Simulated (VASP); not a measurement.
# WS2 (R3m) in VASP: a series of runs

The runs below take WS2 through single point, with LDA.

Everything below comes from runs of VASP 6.6.1. Logs are shortened: lines on timing, memory, paths and dates and some standing lists are left out, and cuts for length are marked.

## (1) The cell of the first run

It takes space group R3m (No. 160, trigonal). The conventional cell has a = 3.137 Å, b = 3.137 Å, c = 18.366 Å, α = 90.00°, β = 90.00°, γ = 120.00°. Within 3.2 Å of W (site symmetry 3m) lie 6 S at 2.37 to 2.40 Å and 6 W at 3.14 Å. S (site symmetry 3m) has 3 W at 2.40 Å and 7 S at 3.11 to 3.14 Å within 3.2 Å. Within 3.2 Å of S (site symmetry 3m) lie 3 W at 2.37 Å and 7 S at 3.11 to 3.14 Å.

## (2) Single point, LDA

Contents of INCAR:

```
SYSTEM = WS2
  PREC = Accurate
  ENCUT = 520
  EDIFF = 1E-7
  ISMEAR = -1
  SIGMA = 0.05
  LREAL = .False.
  LASPH = .True.
  NELM = 60
  ALGO = Normal
  ISIF = 2
  LWAVE = .False.
  LCHARG = .True.
  LELF = .True.
  LVHAR = .True.
  NBANDS = 20
```

Contents of KPOINTS:

```
Automatic mesh
0
Gamma
  10 10 10
  0 0 0
```

Contents of POSCAR:

```
WS2
1.0
    1.5684023653      0.9055175278      6.1219674337
   -1.5684023653      0.9055175278      6.1219674337
    0.0000000000     -1.8110350555      6.1219674337
W S
1 2
Direct
    0.0000000000      0.0000000000      0.0000000000
    0.5810000000      0.5810000000      0.5810000000
    0.7503000000      0.7503000000      0.7503000000
```

Potentials or basis: VASP PAW LDA potentials, release 64 (W_sv, S).

Launch:

```bash
> cat potpaw_LDA.64/W_sv/POTCAR potpaw_LDA.64/S/POTCAR > POTCAR
> mpirun -np 1 vasp_std > vasp.out
```

OUTCAR:

```text
SYSTEM = WS2
   PREC = Accurate
   ENCUT = 520
   EDIFF = 1E-7
   ISMEAR = -1
   LREAL = .False.
   LASPH = .True.
   NELM = 60
   ISIF = 2

 ion  position               nearest neighbor table
   1  0.000  0.000  0.000-   3 2.37   3 2.37   3 2.37   2 2.40   2 2.40   2 2.40
   2  0.581  0.581  0.581-   1 2.40   1 2.40   1 2.40
   3  0.750  0.750  0.750-   1 2.37   1 2.37   1 2.37

  LATTYP: Found a trigonal (rhomboedric) cell.
 ALAT       =     6.3842253431
 COS(alpha) =     0.8792940837

  Lattice vectors:

 A1 = (   1.5684023653,   0.9055175278,   6.1219674337)
 A2 = (  -1.5684023653,   0.9055175278,   6.1219674337)
 A3 = (   0.0000000000,  -1.8110350555,   6.1219674337)

Analysis of symmetry for initial positions (statically):
=====================================================================
 Subroutine PRICEL returns:
 Original cell was already a primitive cell.

 Routine SETGRP: Setting up the symmetry group for a
 trigonal (rhombohedral) supercell.

 Subroutine GETGRP returns: Found  6 space group operations
 (whereof  6 operations were pure point group operations)
 out of a pool of 12 trial point group operations.

The static configuration has the point symmetry C_3v.

Analysis of symmetry for dynamics (positions and initial velocities):
=====================================================================
 Subroutine PRICEL returns:
 Original cell was already a primitive cell.

 Routine SETGRP: Setting up the symmetry group for a
 trigonal (rhombohedral) supercell.

 Subroutine GETGRP returns: Found  6 space group operations
 (whereof  6 operations were pure point group operations)
 out of a pool of 12 trial point group operations.

The dynamic configuration has the point symmetry C_3v.

 Subroutine INISYM returns: Found  6 space group operations
 (whereof  6 operations are pure point group operations),
 and found     1 'primitive' translations

----------------------------------------------------------------------------------------

                                     Primitive cell

  volume of cell :      52.1671

  direct lattice vectors                    reciprocal lattice vectors
     1.568402365  0.905517528  6.121967434     0.318795745  0.184056809  0.054448727
    -1.568402365  0.905517528  6.121967434    -0.318795745  0.184056809  0.054448727
     0.000000000 -1.811035056  6.121967434     0.000000000 -0.368113618  0.054448727

  length of vectors
     6.384225343  6.384225343  6.384225343     0.372118663  0.372118663  0.372118663

  position of ions in fractional coordinates (direct lattice)
     0.000000000  0.000000000  0.000000000
     0.581000000  0.581000000  0.581000000
     0.750300000  0.750300000  0.750300000

  ion indices of the primitive-cell ions
   primitive index   ion index
                 1           1
                 2           2
                 3           3

----------------------------------------------------------------------------------------

 KPOINTS: Automatic mesh

Automatic generation of k-mesh.
 Grid dimensions read from file:
 generate k-points for:   10   10   10

 Generating k-lattice:

  Cartesian coordinates                     Fractional coordinates (reciprocal lattice)
     0.031879574  0.018405681  0.005444873     0.100000000  0.000000000  0.000000000
    -0.031879574  0.018405681  0.005444873     0.000000000  0.100000000  0.000000000
     0.000000000 -0.036811362  0.005444873     0.000000000  0.000000000  0.100000000

  Length of vectors
     0.037211866  0.037211866  0.037211866

  Shift w.r.t. Gamma in fractional coordinates (k-lattice)
     0.000000000  0.000000000  0.000000000

 Subroutine IBZKPT returns following result:
 ===========================================

 Found    116 irreducible k-points:

 Following reciprocal coordinates:
            Coordinates               Weight
  0.000000  0.000000  0.000000      1.000000
  0.100000  0.000000 -0.000000      6.000000
  0.200000  0.000000 -0.000000      6.000000
  0.300000  0.000000  0.000000      6.000000
  0.400000  0.000000  0.000000      6.000000
  0.500000  0.000000 -0.000000      3.000000
[... 16 lines left out ...]
  0.300000  0.300000  0.000000      6.000000
  0.400000  0.300000  0.000000     12.000000
 [... further k-points ...]
   k-points           NKPTS =    116   k-points in BZ     NKDIM =    116   number of bands    NBANDS=     20
   number of dos      NEDOS =    301   number of ions     NIONS =      3
   total plane-waves  NPLWV = 110592
   dimension x,y,z NGX =    48 NGY =   48 NGZ =   48
   dimension x,y,z NGXF=    96 NGYF=   96 NGZF=   96
   ions per type =               1   2
   NGX,Y,Z   is equivalent  to a cutoff of  12.50, 12.50, 12.50 a.u.
   NGXF,Y,Z  is equivalent  to a cutoff of  25.00, 25.00, 25.00 a.u.
 SYSTEM =  WS2
   PREC   = accura    normal or accurate (medium, high low for compatibility)
   ISTART =      0    job   : 0-new  1-cont  2-samecut
   ICHARG =      2    charge: 1-file 2-atom 10-const
[... 41 lines left out ...]
   NGX = 23   NGY = 23   NGZ = 23

 number of electron      26.0000000 magnetization

 Free energy of the ion-electron system (eV)
  ---------------------------------------------------
  ext. energy  EPLUGINS =         0.00000000
  ---------------------------------------------------
  free energy    TOTEN  =       -26.25161886 eV

  energy without entropy =      -26.25161826  energy(sigma->0) =      -26.25161856

 E-fermi :   8.0704     XC(G=0): -11.3339

 val. band max:        7.6309680178   @ k =   0.5000   0.5000   0.5000
 cond. band min:       8.6031900480   @ k =  -0.2000   0.2000   0.0000
 fundamental gap:      0.9722220302
 Fermi energy:         8.0704241868

 k-point     1 :       0.0000    0.0000    0.0000
  band No.  band energies     occupation
      1     -66.5540      2.00000
      2     -31.1123      2.00000
      3     -30.9022      2.00000
      4     -30.9022      2.00000
      5      -8.1262      2.00000
      6      -6.0302      2.00000
[... 12 lines left out ...]
     19      15.4451      0.00000
     20      16.0372      0.00000

 k-point     2 :       0.1000    0.0000   -0.0000
  band No.  band energies     occupation
      1     -66.5520      2.00000
      2     -31.1052      2.00000
      3     -30.9416      2.00000
      4     -30.9113      2.00000
      5      -7.9477      2.00000
      6      -5.9824      2.00000
[... 12 lines left out ...]
     19      15.9998      0.00000
     20      16.2175      0.00000

 k-point     3 :       0.2000    0.0000   -0.0000
  band No.  band energies     occupation
      1     -66.5466      2.00000
      2     -31.0864      2.00000
      3     -31.0434      2.00000
      4     -30.9349      2.00000
      5      -7.4495      2.00000
      6      -5.8485      2.00000
[... 12 lines left out ...]
     19      16.0332      0.00000
     20      16.6032      0.00000

 k-point     4 :       0.3000    0.0000    0.0000
  band No.  band energies     occupation
      1     -66.5399      2.00000
      2     -31.1669      2.00000
      3     -31.0630      2.00000
      4     -30.9641      2.00000
      5      -6.7472      2.00000
      6      -5.6626      2.00000
[... 12 lines left out ...]
     19      15.3288      0.00000
     20      15.7745      0.00000

 k-point     5 :       0.4000    0.0000    0.0000
  band No.  band energies     occupation
      1     -66.5345      2.00000
      2     -31.2650      2.00000
      3     -31.0441      2.00000
      4     -30.9875      2.00000
      5      -6.0639      2.00000
      6      -5.4919      2.00000
[... 12 lines left out ...]
     19      14.3268      0.00000
     20      15.0723      0.00000
[... 353 lines left out ...]
      6      -5.3795      2.00000
[... 12 lines left out ...]
     19      15.3876      0.00000
     20      16.3818      0.00000

 k-point    22 :      -0.2000    0.2000    0.0000
  band No.  band energies     occupation
      1     -66.5368      2.00000
      2     -31.1878      2.00000
      3     -31.0522      2.00000
      4     -31.0143      2.00000
      5      -6.3975      2.00000
      6      -5.5341      2.00000
[... 12 lines left out ...]
     19      15.5987      0.00000
     20      16.0869      0.00000

 k-point    23 :       0.3000    0.3000    0.0000
  band No.  band energies     occupation
      1     -66.5399      2.00000
      2     -31.1669      2.00000
      3     -31.0630      2.00000
      4     -30.9640      2.00000
      5      -6.6972      2.00000
      6      -5.7393      2.00000
[... 12 lines left out ...]
     19      15.0656      0.00000
     20      16.2602      0.00000

 k-point    24 :       0.4000    0.3000    0.0000
  band No.  band energies     occupation
      1     -66.5362      2.00000
      2     -31.2185      2.00000
      3     -31.0500      2.00000
      4     -30.9972      2.00000
      5      -6.2368      2.00000
      6      -5.6201      2.00000
[... 12 lines left out ...]
     19      14.9064      0.00000
     20      16.1781      0.00000

 [... further k-points ...]

------------------------ aborting loop because EDIFF is reached ----------------------------------------

  FORCE on cell =-STRESS in cart. coord.  units (eV):
  Direction    XX          YY          ZZ          XY          YZ          ZX
  --------------------------------------------------------------------------------------
  -------------------------------------------------------------------------------------
  Total       -0.0329822     -0.0329822      0.2237002      0.0000000      0.0000000      0.0000000
  in kB       -1.0129615     -1.0129615      6.8703743      0.0000000      0.0000000      0.0000000
  external PRESSURE =       1.6148171 kB  Pullay stress =       0.0000000 kB

 VOLUME and BASIS-vectors are now :
 -----------------------------------------------------------------------------
  energy-cutoff  :      520.00
  volume of cell :       52.17
      direct lattice vectors                 reciprocal lattice vectors
     1.568402365  0.905517528  6.121967434     0.318795745  0.184056809  0.054448727
    -1.568402365  0.905517528  6.121967434    -0.318795745  0.184056809  0.054448727
     0.000000000 -1.811035056  6.121967434     0.000000000 -0.368113618  0.054448727

 POSITION                                       TOTAL-FORCE (eV/Angst)
 -----------------------------------------------------------------------------------
      0.00000      0.00000      0.00000         0.000000     -0.000000     -0.615931
      0.00000      0.00000     10.67059         0.000000      0.000000      0.171606
      0.00000      0.00000     13.77994         0.000000      0.000000      0.444324
 -----------------------------------------------------------------------------------
    total drift:                               -0.000000      0.000000     -0.000002

  FREE ENERGIE OF THE ION-ELECTRON SYSTEM (eV)
  ---------------------------------------------------
  free  energy   TOTEN  =       -26.2516188649 eV

  energy  without entropy=      -26.2516182587  energy(sigma->0) =      -26.25161856
```

Wall time 8.8 min (1 thread of Intel Xeon 8259CL, shared host); peak memory 0.33 GiB.

Results:

```yaml
Free_energy: -26.2516 eV
Pressure: 0.2 GPa
Largest_force: 0.616 eV/Å
Band_gap_on_the_k_mesh: 0.97 eV (least direct gap 2.29 eV)
```

Forces in eV/Å, atoms in the order of the input:
```
W    0.000  0.000 -0.616
S    0.000  0.000  0.172
S    0.000  0.000  0.444
```

Caveat: spin-orbit coupling is left out, which moves the levels of the heavy elements. A hybrid or GW would open this gap; LDA tends to underestimate it.

## (3) Single point, LDA

This run uses another cell than the first one, of 17.74 Å³/atom.

Contents of INCAR:

```
ALGO     = Normal         # electronic algorithm
EDIFF    = 1E-6           # SCF threshold, eV
ENCUT    = 520            # plane-wave cutoff, eV
ISIF     = 2              # what is computed and relaxed
ISMEAR   = -1             # smearing method
LASPH    = T              # aspherical terms in the spheres
LCHARG   = F              # write CHGCAR
LREAL    = F              # projectors in reciprocal space
LWAVE    = F              # write WAVECAR
NBANDS   = 20             # bands
NELM     = 60             # most SCF steps
PREC     = Accurate       # precision mode
SIGMA    = 0.05           # smearing width, eV
```

Contents of KPOINTS:

```
k-points
0
Gamma
  10 10 10
```

Contents of POSCAR:

```
WS2
1.0
    1.5790000000      0.9116360751      6.1633333333
   -1.5790000000      0.9116360751      6.1633333333
    0.0000000000     -1.8232721501      6.1633333333
W S
1 2
Direct
    0.0000000000      0.0000000000      0.0000000000
    0.5810000000      0.5810000000      0.5810000000
    0.7503000000      0.7503000000      0.7503000000
```

Potentials or basis: VASP PAW LDA potentials, release 64 (W_sv, S).

Launch:

```bash
> cat potpaw_LDA.64/W_sv/POTCAR potpaw_LDA.64/S/POTCAR > POTCAR
> mpirun -np 1 vasp_std > vasp.out
```

It took 8.3 min on 1 thread of Intel Xeon 8259CL, shared host; peak memory 0.33 GiB.

The run converged. Its results:

```
Free energy            : -26.2416 eV
Pressure               : -3.3 GPa
Largest force          : 0.587 eV/Å
Band gap on the k mesh : 0.99 eV (least direct gap 2.23 eV)
```

Forces on the atoms (eV/Å):
```
W    0.000  0.000 -0.587
S    0.000  0.000  0.521
S    0.000  0.000  0.067
```

Stress tensor (GPa, compression positive):
```
-3.43  0.00  0.00
 0.00 -3.43  0.00
 0.00  0.00 -2.93
```

Levels at points of the mesh, in eV from the valence-band top:
| k point | band 9 | band 10 | band 11 | band 12 | band 13 | band 14 | band 15 | band 16 | band 17 | band 18 |
| --- | --- | --- | --- | --- | --- | --- | --- | --- | --- | --- |
| (0.00, 0.00, 0.00) | -3.54 | -2.29 | -2.29 | -1.54 | -1.25 | 2.17 | 2.17 | 2.53 | 2.53 | 4.65 |
| (0.50, 0.00, 0.00) | -5.29 | -4.16 | -2.55 | -1.78 | -1.72 | 2.25 | 2.54 | 3.57 | 3.84 | 4.33 |
| (0.50, 0.50, 0.00) | -4.99 | -4.08 | -3.17 | -1.98 | -1.53 | 2.21 | 2.66 | 3.16 | 4.35 | 4.94 |
| (0.50, 0.50, 0.50) | -3.56 | -3.56 | -2.26 | -2.26 | 0.00 | 2.29 | 2.29 | 2.37 | 2.37 | 4.89 |

Caveat: the cell stands under tension; spin-orbit coupling is left out, which moves the levels of the heavy elements.

## (4) Single point, LDA

This run uses another cell than the first one, of 18.10 Å³/atom.

Contents of INCAR:

```
SYSTEM = WS2
PREC     = Accurate       ! precision mode
ENCUT    = 520            ! plane-wave cutoff, eV
EDIFF    = 1E-6           ! SCF threshold, eV
ISMEAR   = -1             ! smearing method
SIGMA    = 0.05           ! smearing width, eV
LREAL    = .False.        ! projectors in reciprocal space
LASPH    = .True.         ! aspherical terms in the spheres
NELM     = 80             ! most SCF steps
ALGO     = Normal         ! electronic algorithm
ISIF     = 2              ! what is computed and relaxed
LWAVE    = .False.        ! write WAVECAR
LCHARG   = .False.        ! write CHGCAR
GGA      = CA             ! functional
NBANDS   = 20             ! bands
```

Contents of KPOINTS:

```
regular mesh
0
Gamma
  10 10 10
  0 0 0
```

Contents of POSCAR:

```
WS2
1.0
    1.5894572584      0.9176735760      6.2041512999
   -1.5894572584      0.9176735760      6.2041512999
    0.0000000000     -1.8353471520      6.2041512999
W S
1 2
Direct
    0.0000000000      0.0000000000      0.0000000000
    0.5810000000      0.5810000000      0.5810000000
    0.7503000000      0.7503000000      0.7503000000
```

Launch:

```bash
> cat potpaw_LDA.64/W_sv/POTCAR potpaw_LDA.64/S/POTCAR > POTCAR
> mpirun -np 1 vasp_std > vasp.out
```

Wall time 8 min (1 thread of Intel Xeon 8259CL, shared host); peak memory 0.33 GiB.

Results (log left out):

```yaml
Free_energy: -26.2099 eV
Pressure: -6.4 GPa
Largest_force: 0.843 eV/Å
Band_gap_on_the_k_mesh: 1.01 eV (least direct gap 2.17 eV)
```

Forces on the atoms (eV/Å):
```
W    0.000  0.000 -0.560
S    0.000  0.000  0.843
S    0.000  0.000 -0.283
```

Stress tensor (GPa, compression positive):
```
-6.42  0.00  0.00
 0.00 -6.42  0.00
 0.00  0.00 -6.21
```

Levels at points of the mesh, in eV from the valence-band top:
```
           k point  band 9  band 10  band 11  band 12  band 13  band 14  band 15  band 16  band 17  band 18
(0.00, 0.00, 0.00)   -3.45    -2.23    -2.23    -1.51    -1.18     2.15     2.15     2.48     2.48     4.55
(0.50, 0.00, 0.00)   -5.18    -4.06    -2.51    -1.75    -1.66     2.21     2.51     3.53     3.78     4.30
(0.50, 0.50, 0.00)   -4.88    -3.98    -3.10    -1.95    -1.48     2.17     2.62     3.13     4.26     4.91
(0.50, 0.50, 0.50)   -3.46    -3.46    -2.20    -2.20     0.00     2.26     2.26     2.33     2.33     4.84
```

Caveat: the cell stands under tension; spin-orbit coupling is left out, which moves the levels of the heavy elements.

## (5) Single point, LDA

This run uses another cell than the first one, of 18.81 Å³/atom.

Contents of INCAR:

```
PREC = Accurate ; ENCUT = 520
EDIFF = 1E-6 ; ISMEAR = -1
SIGMA = 0.05 ; LREAL = False
LASPH = True ; NELM = 100
ALGO = Normal ; ISIF = 2
LWAVE = False ; LCHARG = False
NBANDS = 20
```

Contents of KPOINTS:

```
regular mesh
0
Gamma
  10 10 10
```

Contents of POSCAR:

```
WS2
1.0
    1.6099686466      0.9295158316      6.2842136955
   -1.6099686466      0.9295158316      6.2842136955
    0.0000000000     -1.8590316630      6.2842136955
W S
1 2
Direct
    0.0000000000      0.0000000000      0.0000000000
    0.5810000000      0.5810000000      0.5810000000
    0.7503000000      0.7503000000      0.7503000000
```

Launch:

```bash
> cat potpaw_LDA.64/W_sv/POTCAR potpaw_LDA.64/S/POTCAR > POTCAR
> mpirun -np 1 vasp_std > vasp.out
```

Run time: 9.9 min. Hardware: 1 thread of Intel Xeon 8259CL, shared host; peak memory 0.35 GiB.

The run converged. Its results:

| Quantity | Value |
| --- | --- |
| Free energy | -26.0903 eV |
| Pressure | -11.6 GPa |
| Largest force | 1.418 eV/Å |
| Band gap on the k mesh | 1.04 eV (least direct gap 2.06 eV) |

Forces on the atoms (eV/Å):
```
W    0.000  0.000 -0.510
S    0.000  0.000  1.418
S    0.000  0.000 -0.907
```

Stress tensor (GPa, compression positive):
```
-11.48   0.00   0.00
  0.00 -11.48   0.00
  0.00   0.00 -11.80
```

Levels at points of the mesh, in eV from the valence-band top:
| k point | band 11 | band 12 | band 13 | band 14 | band 15 | band 16 |
| --- | --- | --- | --- | --- | --- | --- |
| (0.00, 0.00, 0.00) | -2.13 | -1.46 | -1.06 | 2.10 | 2.10 | 2.38 |
| (0.50, 0.00, 0.00) | -2.42 | -1.70 | -1.54 | 2.12 | 2.43 | 3.45 |
| (0.50, 0.50, 0.00) | -2.97 | -1.88 | -1.39 | 2.08 | 2.53 | 3.06 |
| (0.50, 0.50, 0.50) | -2.10 | -2.10 | 0.00 | 2.19 | 2.19 | 2.26 |

Caveat: the cell stands under tension; spin-orbit coupling is left out, which moves the levels of the heavy elements; forces of over 1 eV/Å act on the atoms, so gaps and moduli don't describe the material at rest. A k mesh can miss the band edges.

## (6) Overview

```tsv
cell	gap on the mesh (eV)	pressure (GPa)	largest force (eV/Å)
a = 6.384 Å, angles 28.4°, 3 atoms	0.97	0.2	0.62
a = 6.427 Å, angles 28.4°, 3 atoms	0.99	-3.3	0.59
a = 6.470 Å, angles 28.4°, 3 atoms	1.01	-6.4	0.84
a = 6.553 Å, angles 28.4°, 3 atoms	1.04	-11.6	1.42
```

Alike in all rows: task single point; level LDA; potentials or basis VASP PAW LDA potentials, release 64 (W_sv, S); no spin polarisation; k mesh 10 × 10 × 10; cutoff (eV) 520; smearing fermi-dirac 0.05 eV.

Caveats: spin-orbit coupling is left out, which moves the levels of the heavy elements; the cell stands under tension (at least some runs); forces of over 1 eV/Å act on the atoms, so gaps and moduli don't describe the material at rest (at least some runs).

Absolute energies hang on the potentials; compare differences alone.
